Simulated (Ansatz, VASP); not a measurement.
## Two plane-wave programs on Sn

INCAR

```
PREC     = Accurate       # precision mode
ENCUT    = 520            # plane-wave cutoff, eV
EDIFF    = 1E-6           # SCF threshold, eV
ISMEAR   = -1             # smearing method
SIGMA    = 0.1            # smearing width, eV
LREAL    = F              # projectors in reciprocal space
LASPH    = T              # aspherical terms in the spheres
NELM     = 80             # most SCF steps
ALGO     = Normal         # electronic algorithm
ISIF     = 2              # what is computed and relaxed
LWAVE    = F              # write WAVECAR
LCHARG   = F              # write CHGCAR
GGA      = PS             # functional
NBANDS   = 21             # bands
```

KPOINTS

```
regular mesh
0
Gamma
  13 13 7
```

File POSCAR:

```
Sn
1.0
    2.5653495555      0.0000000000      0.0000000000
   -1.2826747778      2.2216578847      0.0000000000
    0.0000000000      0.0000000000      4.1461779743
Sn
2
Direct
    0.3333333333      0.6666666667      0.2500000000
    0.6666666667      0.3333333333      0.7500000000
```

Input for Ansatz:

```yaml
crystal:
  lattice:
    - [2.5653495555, 0.0, 0.0]
    - [-1.2826747778, 2.2216578847, 0.0]
    - [0.0, 0.0, 4.1461779743]
  atoms:
    - { symbol: Sn, position: [0.3333333333, 0.6666666667, 0.25] }
    - { symbol: Sn, position: [0.6666666667, 0.3333333333, 0.75] }
kpoints:
  mp_grid: { grid: [13, 13, 7] }
scf:
  occupations: { method: fermi_dirac, width: 0.1 }
hamiltonian:
  xc: pbesol
  pseudopotentials: { kind: paw }
output:
  forces: true
  stress: true
  eigenvalues: true
  populations: true
  write_density: true
  write_potential: true
  elf: true
  volumetric_format: npy
```

Change from the starting cell: volume scaled by 0.45, PAW files.

Alike in both runs: task single point; functional PBEsol; k mesh 13 × 13 × 7; occupations fermi-dirac, width 0.1 eV; no spin polarisation.

|  | VASP | Ansatz |
| --- | --- | --- |
| version | VASP 6.6.1 | Ansatz 0.2.0 |
| potentials or method | VASP PAW PBE potentials, release 64 (Sn_d) | PAW with Ansatz's default frozen-core files, scalar-relativistic |
| plane-wave cutoff (eV) | 520 | 420 |
| valence electrons in the cell | 28 | 28 |

VASP gave:

| Property | Result |
| --- | --- |
| pressure (GPa) | 301.6 |
| traceless stress, the component that is largest in VASP (GPa) | 0.17 |

Question: Which values does Ansatz return?

Answer: Pressure (GPa): 300.7; traceless stress, the component that is largest in VASP (GPa): 0.15.

VASP's potentials were made for PBE, not for PBEsol. Both programs put the cell under a high pressure, so it lies far from rest at this level. With one functional, cell and mesh, what is left measures potentials, basis and numerics.

Noted on VASP's run: the cell as given lies far from equilibrium.
